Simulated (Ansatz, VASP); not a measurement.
# C: VASP beside Ansatz

```
CELL_PARAMETERS angstrom
0.00000 1.78350 1.78350
1.78350 0.00000 1.78350
1.78350 1.78350 0.00000
ATOMIC_POSITIONS crystal
C 0.00000 0.00000 0.00000
C 0.25000 0.25000 0.25000
```

Alike in both runs: task relaxation of cell and atoms; functional PBEsol; k mesh 14 × 14 × 14; occupations gaussian, width 0.02 eV; no spin polarisation.

|  | VASP | Ansatz |
| --- | --- | --- |
| version | VASP 6.6.1 | Ansatz 0.2.0 |
| potentials or method | VASP PAW PBE potentials, release 64 (C), cutoff 600 eV | scalar-relativistic, plane waves, PAW |
| valence electrons in the cell | 8 | 8 |

VASP gave:

```
gap on the k mesh at the Fermi level, each at its own relaxed structure (eV) : 4.03
relaxed volume (Å³/atom)                                                     : 5.62
relaxed cell length with the largest relative difference (Å)                 : 2.514
```

**Question.** Which values does Ansatz return?

**Answer.** gap on the k mesh at the Fermi level, each at its own relaxed structure (eV): 4.04; relaxed volume (Å³/atom): 5.61; relaxed cell length with the largest relative difference (Å): 2.513.

VASP's potentials were made for PBE, not for PBEsol, and Ansatz warns of the same on its side.
